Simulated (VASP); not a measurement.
Write the native input for VASP 6.6.1 that does the following.

```
Task                   : single point
Functional             : PBE
Potentials or basis    : VASP PAW PBE potentials, release 64 (In_d, P)
Cutoff                 : 520 eV
k mesh                 : 11 × 11 × 11
Occupations            : fermi-dirac, width 0.03 eV
Spin                   : no spin polarisation
Dipole correction      : no
Further INCAR settings : ALGO = Normal; EDIFF = 1e-06; NBANDS = 16
```

The structure of InP lies in POSCAR:

```
InP
1.0
    0.0000000000      2.9305000000      2.9305000000
    2.9305000000      0.0000000000      2.9305000000
    2.9305000000      2.9305000000      0.0000000000
In P
1 1
Direct
    0.0000000000      0.0000000000      0.0000000000
    0.7500000000      0.7500000000      0.7500000000
```

One way to write it, as run:

INCAR

```
ALGO = Normal
EDIFF = 1E-6
ENCUT = 520
GGA = PE
ISIF = 2
ISMEAR = -1
LASPH = True
LCHARG = False
LREAL = False
LWAVE = False
NBANDS = 16
NELM = 60
PREC = Accurate
SIGMA = 0.03
```

KPOINTS

```
k-points
0
Gamma
  11 11 11
```

Potentials or basis: VASP PAW PBE potentials, release 64 (In_d, P).

The run is started by

```bash
$ cat potpaw_PBE.64/In_d/POTCAR potpaw_PBE.64/P/POTCAR > POTCAR
$ mpirun -np 1 vasp_std > vasp.out
```

Results of the run:

* Pressure: 3.3 GPa
* Band gap on the k mesh: 0.71 eV, direct

Caveat: spin-orbit coupling is left out, which moves the levels of the heavy elements.

Wall time 13 s on 1 thread of Intel(R) Xeon(R) 6975P-C (Granite Rapids) (shared host), peak memory 0.2 GiB.
